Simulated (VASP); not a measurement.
# TiSi16 (a cell with a defect) in VASP: further runs, part 2 of 2

VASP 6.6.1. Earlier steps stand in the parts before.

**4. Single point, PBEsol**

Contents of INCAR:

```
SYSTEM = TiSi16
ALGO = Normal
EDIFF = 1E-7
ENCUT = 520
GGA = PS
ISIF = 2
ISMEAR = 0
LASPH = .TRUE.
LCHARG = .FALSE.
LREAL = Auto
LWAVE = .FALSE.
NBANDS = 52
NELM = 80
PREC = Accurate
SIGMA = 0.05
```

Contents of KPOINTS:

```
k-points
0
G
  2 2 2
  0 0 0
```

Contents of POSCAR:

```
TiSi16
1.0
    0.0000000000      5.4300000000      5.4300000000
    5.4300000000      0.0000000000      5.4300000000
    5.4300000000      5.4300000000      0.0000000000
Si Ti
16 1
Direct
    0.0025674033      0.0032068140     -0.0089257827
    0.1264838858      0.1271816759      0.1133483425
    0.0060518416      0.0067901473      0.4870396869
    0.1259459484      0.1266415285      0.6208199816
    0.0071677716      0.5006511971     -0.0084254144
    0.1264737569      0.6330417127      0.1133441068
    0.0060323204      0.5001709945      0.4870361878
    0.1407322284      0.6244443831      0.6104246777
    0.4999587477      0.0079523020     -0.0084766114
    0.6323954880      0.1271325046      0.1133706262
    0.4994931860      0.0067272560      0.4870624309
    0.6237418969      0.1415306630      0.6103835175
    0.4999462247      0.5005979742     -0.0084837937
    0.6249333333      0.6257036832      0.1236782689
    0.5040430018      0.5048656538      0.4862159300
    0.6237186924      0.6243663904      0.6103814917
    0.7535601289      0.7543166667      0.7378174033
```

Potentials or basis: VASP PAW PBE potentials, release 64 (Si, Ti_sv).

Launch:

```console
cat potpaw_PBE.64/Si/POTCAR potpaw_PBE.64/Ti_sv/POTCAR > POTCAR
mpirun -np 1 vasp_std > vasp.out
```

OUTCAR:

```text
SYSTEM = TiSi16
   EDIFF = 1E-7
   ENCUT = 520
   GGA = PS
   ISIF = 2
   ISMEAR = 0
   LASPH = .TRUE.
   LREAL = Auto
   NELM = 80
   PREC = Accurate

 ion  position               nearest neighbor table
   1  0.003  0.003  0.991-   6 2.32   2 2.32  10 2.32   4 2.32
   2  0.126  0.127  0.113-   1 2.32   5 2.34   9 2.34   3 2.34
   3  0.006  0.007  0.487-   4 2.34   2 2.34  12 2.40   8 2.40  17 2.74
   4  0.126  0.127  0.621-   1 2.32   3 2.34   7 2.34  11 2.34
   5  0.007  0.501  0.992-   6 2.34   2 2.34   8 2.39  14 2.40  17 2.75
   6  0.126  0.633  0.113-   1 2.32   5 2.34  13 2.34   7 2.34
   7  0.006  0.500  0.487-   4 2.34   6 2.34  16 2.40   8 2.40  17 2.74
   8  0.141  0.624  0.610-  15 2.28   5 2.39   3 2.40   7 2.40  17 2.43
   9  0.500  0.008  0.992-  10 2.34   2 2.34  12 2.39  14 2.40  17 2.75
  10  0.632  0.127  0.113-   1 2.32   9 2.34  13 2.34  11 2.34
  11  0.499  0.007  0.487-   4 2.34  10 2.34  16 2.40  12 2.40  17 2.74
  12  0.624  0.142  0.610-  15 2.28   9 2.39   3 2.40  11 2.40  17 2.43
  13  0.500  0.501  0.992-  10 2.34   6 2.34  16 2.39  14 2.40  17 2.75
  14  0.625  0.626  0.124-  15 2.27   5 2.40   9 2.40  13 2.40  17 2.42
  15  0.504  0.505  0.486-  14 2.27   8 2.28  12 2.28  16 2.28
  16  0.624  0.624  0.610-  15 2.28  13 2.39   7 2.40  11 2.40  17 2.43
  17  0.754  0.754  0.738-  14 2.42   8 2.43  12 2.43  16 2.43  11 2.74   7 2.74   3 2.74  13 2.75
                             9 2.75   5 2.75

  LATTYP: Found a face centered cubic cell.
 ALAT       =    10.8600000000

  Lattice vectors:

 A1 = (   0.0000000000,   5.4300000000,   5.4300000000)
 A2 = (   5.4300000000,   0.0000000000,   5.4300000000)
 A3 = (   5.4300000000,   5.4300000000,   0.0000000000)

Analysis of symmetry for initial positions (statically):
=====================================================================
 Subroutine PRICEL returns:
 Original cell was already a primitive cell.

 Routine SETGRP: Setting up the symmetry group for a
 face centered cubic supercell.

 Subroutine GETGRP returns: Found  1 space group operations
 (whereof  1 operations were pure point group operations)
 out of a pool of 48 trial point group operations.

The static configuration has the point symmetry C_1 .

Analysis of symmetry for dynamics (positions and initial velocities):
=====================================================================
 Subroutine PRICEL returns:
 Original cell was already a primitive cell.

 Routine SETGRP: Setting up the symmetry group for a
 face centered cubic supercell.

 Subroutine GETGRP returns: Found  1 space group operations
 (whereof  1 operations were pure point group operations)
 out of a pool of 48 trial point group operations.

The dynamic configuration has the point symmetry C_1 .

 Subroutine INISYM returns: Found  1 space group operations
 (whereof  1 operations are pure point group operations),
 and found     1 'primitive' translations

----------------------------------------------------------------------------------------

                                     Primitive cell

  volume of cell :     320.2060

  direct lattice vectors                    reciprocal lattice vectors
     0.000000000  5.430000000  5.430000000    -0.092081031  0.092081031  0.092081031
[... 78 lines left out ...]
  0.500000  0.500000  0.000000      1.000000
  0.000000  0.500000  0.500000      1.000000
  0.500000  0.000000  0.500000      1.000000
   k-points           NKPTS =      8   k-points in BZ     NKDIM =      8   number of bands    NBANDS=     52
   number of dos      NEDOS =    301   number of ions     NIONS =     17
   total plane-waves  NPLWV = 216000
   dimension x,y,z NGX =    60 NGY =   60 NGZ =   60
   dimension x,y,z NGXF=   120 NGYF=  120 NGZF=  120
   ions per type =              16   1
   NGX,Y,Z   is equivalent  to a cutoff of  12.99, 12.99, 12.99 a.u.
   NGXF,Y,Z  is equivalent  to a cutoff of  25.98, 25.98, 25.98 a.u.
 SYSTEM =  TiSi16
   PREC   = accura    normal or accurate (medium, high low for compatibility)
   ISTART =      0    job   : 0-new  1-cont  2-samecut
   ICHARG =      2    charge: 1-file 2-atom 10-const
   ISPIN  =      1    spin polarized calculation?
   LNONCOLLINEAR =      F non collinear calculations
   LSORBIT =      F    spin-orbit coupling
   LASPH  =      T    aspherical Exc in radial PAW
   ENCUT  =  520.0 eV  38.22 Ry    6.18 a.u.  14.28 14.28 14.28*2*pi/ulx,y,z
   NELM   =     80;   NELMIN=  2; NELMDL= -5     # of ELM steps
   EDIFF  = 0.1E-06   stopping-criterion for ELM
   LREAL  =      T    real-space projection
   EDIFFG = 0.1E-05   stopping-criterion for IOM
   NSW    =      0    number of steps for IOM
   IBRION =     -1    ionic relax: 0-MD 1-quasi-New 2-CG
   NFREE  =      0    steps in history (QN), initial steepest desc. (CG)
   ISIF   =      2    stress and relaxation
   ISYM   =      2    0-nonsym 1-usesym 2-fastsym
   POTIM  = 0.5000    time-step for ionic-motion
   TEBEG  =    0.0;   TEEND  =   0.0 temperature during run
   PSTRESS=    0.0 pullay stress
   NELECT =      76.0000    total number of electrons
   NUPDOWN=      -1.0000    fix difference up-down
   EMIN   =  10.00;   EMAX   =-10.00  energy-range for DOS
   EFERMI =   0.00;   METHOD = LEGACY
   ISMEAR =     0;   SIGMA  =   0.05  broadening in eV -4-tet -1-fermi 0-gaus
   EFERMI_NEDOS =   21; number of points for ismear=-14 and -15
   IALGO  =     38    algorithm
   IMIX   =      4    mixing-type and parameters
     AMIX     =   0.40;   BMIX     =  1.00
     AMIX_MAG =   1.60;   BMIX_MAG =  1.00
  volume/ion in A,a.u.               =      18.84       127.11
  Fermi-wavevector in a.u.,A,eV,Ry     =   1.013607  1.915439 13.978610  1.027399
  Thomas-Fermi vector in A             =   2.146786
   LORBIT       =      0    0 simple, 1 ext, 2 COOP (PROOUT), +10 PAW based schemes
   GGA     = PS    functional components
   LHFCALC =     F    Hartree Fock is set to
   AEXX    =    0.0000 exact exchange contribution
   IVDW    =     0    specifies the selected vdW correction
   LEPSILON=     F    determine dielectric tensor
   LRPA    =     F    only Hartree local field effects (RPA)
 non-spin polarized calculation
 Gauss-broadening in eV      SIGMA  =   0.05
  energy-cutoff  :      520.00
  volume of cell :      320.21
 maximum number of plane-waves:      8646
 NGX is ok and might be reduce to    60
   NGX = 29   NGY = 29   NGZ = 29

 number of electron      76.0000003 magnetization

 Free energy of the ion-electron system (eV)
  ---------------------------------------------------
  ext. energy  EPLUGINS =         0.00000000
  ---------------------------------------------------
  free energy    TOTEN  =       -98.32598985 eV

  energy without entropy =      -98.30349964  energy(sigma->0) =      -98.31474475

 E-fermi :   6.8193     XC(G=0):  -9.8813

 val. band max:        6.7778956766   @ k =   0.5000   0.0000   0.5000
 cond. band min:       6.8439530868   @ k =   0.5000   0.0000   0.0000
 fundamental gap:      0.0660574103
 Fermi energy:         6.8192875196

 k-point     1 :       0.0000    0.0000    0.0000
  band No.  band energies     occupation
      1     -49.7262      2.00000
      2     -26.2076      2.00000
      3     -26.2074      2.00000
      4     -26.1956      2.00000
      5      -5.7875      2.00000
      6      -3.5597      2.00000
[... 413 lines left out ...]
     49       9.7636      0.00000
     50      10.4199      0.00000
 [bands above 50 left out]

------------------------ aborting loop because EDIFF is reached ----------------------------------------

  FORCE on cell =-STRESS in cart. coord.  units (eV):
  Direction    XX          YY          ZZ          XY          YZ          ZX
  --------------------------------------------------------------------------------------
  -------------------------------------------------------------------------------------
  Total        4.1352243      4.1321102      4.1317960      0.0001084      0.0010382     -0.0018224
  in kB       20.6909373     20.6753560     20.6737839      0.0005426      0.0051947     -0.0091186
  external PRESSURE =      20.6800257 kB  Pullay stress =       0.0000000 kB

 VOLUME and BASIS-vectors are now :
 -----------------------------------------------------------------------------
  energy-cutoff  :      520.00
  volume of cell :      320.21
      direct lattice vectors                 reciprocal lattice vectors
     0.000000000  5.430000000  5.430000000    -0.092081031  0.092081031  0.092081031
     5.430000000  0.000000000  5.430000000     0.092081031 -0.092081031  0.092081031
     5.430000000  5.430000000  0.000000000     0.092081031  0.092081031 -0.092081031

 POSITION                                       TOTAL-FORCE (eV/Angst)
 -----------------------------------------------------------------------------------
      5.39895      5.39547      0.03135        -0.001549     -0.002003      0.001513
      1.30608      1.30229      1.37740         0.013168      0.012190      0.014931
      2.68150      2.67749      0.06973         0.001506      0.000418     -0.011450
      4.05872      4.05494      1.37155        -0.018276     -0.018445      0.018070
      8.10279      5.42317      2.75746        -0.000606     -0.007111      0.000267
      4.05287      1.30221      4.12417        -0.015178      0.012274     -0.013603
[... 9 lines left out ...]
      6.70468      6.70116      6.77710        -0.003367     -0.002936      0.004847
      8.10229      8.09818      8.18777        -0.001396      0.002543      0.001961
 -----------------------------------------------------------------------------------
    total drift:                               -0.003013     -0.007267      0.005540

  FREE ENERGIE OF THE ION-ELECTRON SYSTEM (eV)
  ---------------------------------------------------
  free  energy   TOTEN  =       -98.3259898544 eV

  energy  without entropy=      -98.3034996387  energy(sigma->0) =      -98.31474475
```

Run time: 2 min. Hardware: 1 thread of Intel Xeon 6975P-C (Granite Rapids), shared host; peak memory 0.5 GiB.

Results:

| Quantity | Value |
| --- | --- |
| Free energy | -98.3260 eV |
| Pressure | 2.1 GPa |
| Largest force | 0.032 eV/Å |
| Band gap on the k mesh | zero (bands 38 and 39 overlap by 0.40 eV) |

Forces in eV/Å, atoms in the order of the input:
```
Si  -0.002 -0.002  0.002
Si   0.013  0.012  0.015
Si   0.002  0.000 -0.011
Si  -0.018 -0.018  0.018
Si  -0.001 -0.007  0.000
Si  -0.015  0.012 -0.014
Si   0.011  0.000 -0.001
Si  -0.003 -0.005  0.003
Si  -0.005  0.000  0.001
Si   0.013 -0.016 -0.013
Si   0.002  0.011 -0.001
Si  -0.005 -0.003  0.003
Si   0.000  0.000  0.006
Si   0.009  0.012 -0.010
Si   0.005  0.004 -0.005
Si  -0.003 -0.003  0.005
Ti  -0.001  0.003  0.002
```

Caveat: the k points lie up to 0.50 Å⁻¹ apart; the PAW data sets were made with another functional, which shifts forces and pressure a little.

**5. Single point, PBEsol**

Contents of INCAR:

```
PREC = Accurate
ENCUT = 520
EDIFF = 1E-6
ISMEAR = 0
SIGMA = 0.05
LREAL = Auto
LASPH = T
NELM = 80
ALGO = Normal
ISIF = 2
LWAVE = F
LCHARG = F
GGA = PS
NBANDS = 52
```

Contents of KPOINTS:

```
regular mesh
0
Gamma
  2 2 2
```

Contents of POSCAR:

```
TiSi16
1.0
    0.0000000000      5.4300000000      5.4300000000
    5.4300000000      0.0000000000      5.4300000000
    5.4300000000      5.4300000000      0.0000000000
Si Ti
16 1
Direct
    0.0069119705      0.0063425414      0.0002598527
    0.1273941989      0.1268770718      0.1329146409
    0.0037142726      0.0032089319      0.5033754144
    0.1271738490      0.1266147330      0.6268110497
    0.0071839779      0.5003604052      0.0005300184
    0.1409758748      0.6242793738      0.1244528545
    0.0068876611      0.5000795580      0.5065440147
    0.1273838858      0.6327496317      0.6270507366
    0.5008719153      0.0066811234      0.0005453959
    0.6248290976      0.1404213628      0.1244968692
    0.5006101289      0.0063464088      0.5065725599
    0.6332509208      0.1268816759      0.6270660221
    0.5041127993      0.5035562615      0.0037930939
    0.6250723757      0.6245994475      0.1247710866
    0.5008626151      0.5003661142      0.5068697974
    0.6247965930      0.6242903315      0.6406501842
    0.7540034991      0.7534572744      0.2536690608
```

Launch:

```console
cat potpaw_PBE.64/Si/POTCAR potpaw_PBE.64/Ti_sv/POTCAR > POTCAR
mpirun -np 1 vasp_std > vasp.out
```

Wall time 1.8 min (1 thread of Intel Xeon 6975P-C (Granite Rapids), shared host); peak memory 0.49 GiB.

It converged, with:

```yaml
Free_energy: -98.3262 eV
Pressure: 2.1 GPa
Largest_force: 0.014 eV/Å
Band_gap_on_the_k_mesh: zero (bands 38 and 39 overlap by 0.41 eV)
```

Forces on the atoms (eV/Å):
```
Si   0.003  0.004 -0.006
Si  -0.003 -0.003 -0.005
Si  -0.008 -0.007 -0.007
Si   0.004  0.002  0.003
Si   0.000 -0.005 -0.004
Si   0.003  0.005  0.005
Si   0.003 -0.005  0.003
Si  -0.003 -0.005 -0.003
Si  -0.004  0.001 -0.004
Si   0.005  0.003  0.005
Si  -0.007  0.004  0.004
Si  -0.005 -0.002 -0.002
Si  -0.002  0.000 -0.001
Si   0.002  0.001  0.002
Si  -0.005 -0.005  0.001
Si   0.005  0.005  0.003
Ti   0.011  0.005  0.006
```

Levels at points of the mesh, in eV from the Fermi level:
| k point | band 33 | band 34 | band 35 | band 36 | band 37 | band 38 | band 39 | band 40 | band 41 | band 42 |
| --- | --- | --- | --- | --- | --- | --- | --- | --- | --- | --- |
| (0.00, 0.00, 0.00) | -1.66 | -0.95 | -0.95 | -0.95 | -0.38 | -0.37 | -0.37 | -0.13 | -0.13 | 0.22 |
| (0.50, 0.00, 0.00) | -1.93 | -1.93 | -1.30 | -1.30 | -0.27 | 0.03 | 0.04 | 0.44 | 0.44 | 0.79 |
| (0.00, 0.50, 0.00) | -1.93 | -1.93 | -1.30 | -1.30 | -0.27 | 0.03 | 0.04 | 0.44 | 0.44 | 0.79 |
| (0.00, 0.00, 0.50) | -1.93 | -1.93 | -1.30 | -1.30 | -0.27 | 0.03 | 0.04 | 0.44 | 0.44 | 0.79 |
| (0.50, 0.50, 0.50) | -1.93 | -1.93 | -1.30 | -1.30 | -0.27 | 0.03 | 0.03 | 0.44 | 0.44 | 0.79 |
| (0.50, 0.50, 0.00) | -2.41 | -1.94 | -1.94 | -1.82 | -0.71 | -0.04 | 0.59 | 0.59 | 1.09 | 1.33 |
| (0.00, 0.50, 0.50) | -2.41 | -1.94 | -1.94 | -1.82 | -0.71 | -0.04 | 0.59 | 0.59 | 1.09 | 1.33 |
| (0.50, 0.00, 0.50) | -2.41 | -1.94 | -1.94 | -1.82 | -0.71 | -0.04 | 0.59 | 0.59 | 1.09 | 1.33 |

Caveat: the k points lie up to 0.50 Å⁻¹ apart; the PAW data sets were made with another functional, which shifts forces and pressure a little.
